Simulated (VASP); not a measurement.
The system is CaC.

```xyz
2
Lattice="3.1745 0.0000 0.0000 0.0000 3.1745 0.0000 0.0000 0.0000 2.9983" Properties=species:S:1:pos:R:3 pbc="T T T"
Ca    1.5872    1.5872    1.4991
C     0.0000    0.0000    0.0000
```

```yaml
Program: VASP 6.6.1
Task: relaxation of cell and atoms
Functional: PBE
Potentials_or_basis: VASP PAW PBE potentials, release 64 (Ca_sv, C)
Cutoff: 600 eV
k_mesh: 18 × 18 × 18
Occupations: gaussian, width 0.1 eV
Spin: no spin polarisation
```

At the start: pressure 0.6 GPa; volume 15.11 Å³/atom.

Problem. How do energy, volume and symmetry change on relaxing?

Solution. Over 6 steps the energy falls by 10.2 meV/atom and the volume is 15.25 Å³/atom (+1.0 %); space group Pm-3m (No. 221, to 0.05 Å).

The path:
| step | energy change (eV) | largest force (eV/Å) | pressure (GPa) | volume (Å³) |
| --- | --- | --- | --- | --- |
| 1 | 0.0000 | 0.0000 | 0.62 | 30.21 |
| 2 | -0.0113 | 0.0000 | 0.07 | 30.47 |
| 3 | -0.0189 | 0.0000 | -1.02 | 30.92 |
| 4 | -0.0192 | 0.0000 | -0.83 | 30.84 |
| 5 | -0.0202 | 0.0000 | 0.20 | 30.42 |
| 6 | -0.0203 | 0.0000 | -0.02 | 30.51 |

Final structure:
```xyz
2
Lattice="3.1241 0.0000 0.0000 0.0000 3.1241 0.0000 0.0000 0.0000 3.1260" Properties=species:S:1:pos:R:3 pbc="T T T"
Ca    1.5621    1.5621    1.5630
C     0.0000    0.0000    0.0000
```
